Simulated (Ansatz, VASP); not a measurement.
One calculation of C, two programs

```
C
1.0
     0.00000    1.42317   -3.36139
    -2.46500    0.00000    0.00000
     2.25958   11.68530    2.74057
C
10
Direct
  0.28733 0.26010 0.72011
  0.74536 0.65076 0.05537
  0.88085 0.30309 0.22156
  0.01634 0.95543 0.38774
  0.15184 0.60777 0.55393
  0.79013 0.20158 0.11081
  0.92563 0.85392 0.27700
  0.06112 0.50625 0.44318
  0.19661 0.15859 0.60937
  0.33210 0.81092 0.77555
```

Alike in both runs: task single point; functional PBE; dispersion D3(BJ); k mesh 7 × 11 × 3; occupations gaussian, width 0.05 eV; no spin polarisation.

|  | VASP | Ansatz |
| --- | --- | --- |
| version | VASP 6.6.1 | Ansatz 0.2.0 |
| potentials or method | VASP PAW PBE potentials, release 64 (C), cutoff 520 eV | scalar-relativistic, plane waves, PAW |
| valence electrons in the cell | 40 | 40 |

```tsv
	VASP	Ansatz	Ansatz less VASP
gap on the k mesh at the Fermi level (eV)	none	none	-
pressure (GPa)	-0.9	-1.3	-0.36
traceless stress, the component that is largest in VASP (GPa)	-0.35	-0.52	-0.162
rms of the force components (eV/Å)	0.744	0.748	+0.0047
```

Atom by atom the forces differ by 0.012 eV/Å (rms over components). A gap of «none» marks a metal or a gap that the smearing closes.
